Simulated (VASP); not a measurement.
Br:

```
Br
1.0
     3.36325   -2.32255    0.00000
     3.36325    2.32255    0.00000
     0.00000    0.00000    8.70230
Br
4
Direct
  0.36510 0.63490 0.39010
  0.13490 0.86510 0.89010
  0.63490 0.36510 0.60990
  0.86510 0.13490 0.10990
```

| Item | Value |
| --- | --- |
| Program | VASP 6.6.1 |
| Task | relaxation of cell and atoms |
| Functional | PBE |
| Potentials or basis | VASP PAW PBE potentials, release 64 (Br) |
| Cutoff | 600 eV |
| k mesh | 7 × 7 × 3 |
| Occupations | fermi-dirac, width 0.05 eV |
| Spin | no spin polarisation |

At the start: pressure 1.8 GPa; volume 33.99 Å³/atom.

Question: Where does the relaxation end?

Answer: Over 13 steps the energy falls by 48.6 meV/atom and the volume is 39.11 Å³/atom (+15.1 %); space group Cmce (No. 64, to 0.1 Å) before and after.

The path:
| step | energy change (eV) | largest force (eV/Å) | pressure (GPa) | volume (Å³) |
| --- | --- | --- | --- | --- |
| 1 | 0.0000 | 0.8819 | 1.85 | 135.95 |
| 2 | 0.0059 | 0.6127 | -1.63 | 143.79 |
| 3 | -0.0571 | 0.0994 | -0.03 | 139.55 |
| 4 | -0.0745 | 0.0930 | -0.05 | 140.09 |
| 5 | -0.1181 | 0.0770 | 0.00 | 141.56 |
| 6 | -0.1593 | 0.1070 | 0.44 | 143.97 |
| 7 | -0.1560 | 0.3652 | -0.71 | 149.72 |
| 8 | -0.1654 | 0.1543 | -0.10 | 146.46 |
| 9 | -0.1794 | 0.1228 | -0.12 | 149.47 |
| 10 | -0.1940 | 0.0514 | -0.10 | 156.11 |
| 11 | -0.1941 | 0.0457 | -0.10 | 156.81 |
| 12 | -0.1874 | 0.2119 | 0.59 | 154.66 |
| 13 | -0.1945 | 0.0047 | 0.02 | 156.43 |

Final structure:
```
Br
1.0
     4.21596   -2.13055    0.00000
     4.21596    2.13055    0.00000
     0.00000    0.00000    8.70764
Br
4
Direct
  0.35743 0.64257 0.38165
  0.14257 0.85743 0.88165
  0.64257 0.35743 0.61835
  0.85743 0.14257 0.11835
```

Caveat: the volume moved by over 15 % at a fixed basis, so the end points are rough; this functional lacks dispersion, which holds the molecules together, so the pressure and a relaxed volume are unreliable.
